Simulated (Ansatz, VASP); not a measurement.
## Two plane-wave programs on AlNi

```xyz
2
Lattice="2.0212 -2.0211 0.0000 2.0212 2.0211 0.0000 0.0000 0.0000 2.8689" Properties=species:S:1:pos:R:3 pbc="T T T"
Al   -0.0537    0.0537    0.0000
Ni    2.0459   -0.0247    1.4344
```

Change from the starting cell: mode 4 frozen in at -0.076 Å and mode 6 at +0.000 Å (largest displacements).

Alike in both runs: task single point; functional PBEsol; k mesh 16 × 16 × 16; occupations gaussian, width 0.15 eV; no spin polarisation.

|  | VASP | Ansatz |
| --- | --- | --- |
| version | VASP 6.6.1 | Ansatz 0.2.0 |
| potentials or method | VASP PAW PBE potentials, release 64 (Al, Ni), cutoff 520 eV | scalar-relativistic, plane waves, PAW |
| valence electrons in the cell | 13 | 21 |

|  | VASP | Ansatz | Ansatz less VASP |
| --- | --- | --- | --- |
| gap on the k mesh at the Fermi level (eV) | none | none | - |
| pressure (GPa) | 1.1 | 0.9 | -0.26 |
| traceless stress, the component that is largest in VASP (GPa) | 0.33 | 0.32 | -0.006 |
| rms of the force components (eV/Å) | 0.401 | 0.397 | -0.0032 |

VASP's potentials were made for PBE, not for PBEsol, and Ansatz warns of the same on its side. Atom by atom the forces differ by 0.003 eV/Å (rms over components). A gap of «none» marks a metal or a gap that the smearing closes. VASP's potentials hold 13 valence electrons a cell and Ansatz's 21, so a difference there can come from the potentials and not from the codes. Ansatz's warnings: near symmetry operations not taken.
